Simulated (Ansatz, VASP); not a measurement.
## PtSe2 in VASP and in Ansatz

Contents of INCAR:

```
ALGO = Normal
EDIFF = 1E-6
EDIFFG = -0.005
ENCUT = 600
GGA = PS
IBRION = 2
ISIF = 3
ISMEAR = 0
LASPH = True
LCHARG = False
LREAL = False
LWAVE = False
NELM = 100
NSW = 100
PREC = Accurate
SIGMA = 0.1
```

File KPOINTS:

```
k-points
0
Gamma
  15 15 8
```

POSCAR

```
PtSe2
1.0
    3.7240002924      0.0000000000      0.0000000000
   -1.8620001462      3.2250788569      0.0000000000
    0.0000000000      0.0000000000      5.0619995757
Pt Se
1 2
Direct
    0.0000000000      0.0000000000      0.0000000000
    0.3333333333      0.6666666667      0.2500000000
    0.6666666667      0.3333333333      0.7500000000
```

Input for Ansatz:

```yaml
crystal:
  lattice:
    - [3.7240002924, 0.0, 0.0]
    - [-1.8620001462, 3.2250788569, 0.0]
    - [0.0, 0.0, 5.0619995757]
  atoms:
    - { symbol: Pt, position: [0.0, 0.0, 0.0] }
    - { symbol: Se, position: [0.3333333333, 0.6666666667, 0.25] }
    - { symbol: Se, position: [0.6666666667, 0.3333333333, 0.75] }
basis:
  ecutwfc: 420
kpoints:
  mp_grid: { grid: [15, 15, 8] }
hamiltonian:
  xc: pbesol
scf:
  occupations: { method: gaussian, width: 0.1 }
output:
  forces: true
  stress: true
  eigenvalues: true
  write_density: true
  write_potential: true
  elf: true
  volumetric_format: npy
relax:
  adjacent_minimum: "off"
  f_tol: 0.005
  max_steps: 80
  cell: { stress_tol: 0.05 }
```

Alike in both runs: task relaxation of cell and atoms; functional PBEsol; k mesh 15 × 15 × 8; occupations gaussian, width 0.1 eV; no spin polarisation.

|  | VASP | Ansatz |
| --- | --- | --- |
| version | VASP 6.6.1 | Ansatz 0.2.0 |
| potentials or method | VASP PAW PBE potentials, release 64 (Pt, Se), cutoff 600 eV | scalar-relativistic, plane waves, PAW |
| valence electrons in the cell | 22 | 50 |

Ansatz gave:

| Property | Result |
| --- | --- |
| gap on the k mesh at the Fermi level, each at its own relaxed structure (eV) | none |
| relaxed volume (Å³/atom) | 19.85 |
| relaxed length of the cell vector where the two differ most in proportion (Å) | 4.863 |

Problem. Estimate VASP's values.

Solution. gap on the k mesh at the Fermi level, each at its own relaxed structure (eV): none; relaxed volume (Å³/atom): 19.84; relaxed length of the cell vector where the two differ most in proportion (Å): 4.859.

VASP's potentials were made for PBE, not for PBEsol. A gap of «none» marks a metal or a gap that the smearing closes. VASP's potentials hold 22 valence electrons a cell and Ansatz's 50, so a difference there can come from the potentials and not from the codes.

Spin-orbit coupling is off throughout.
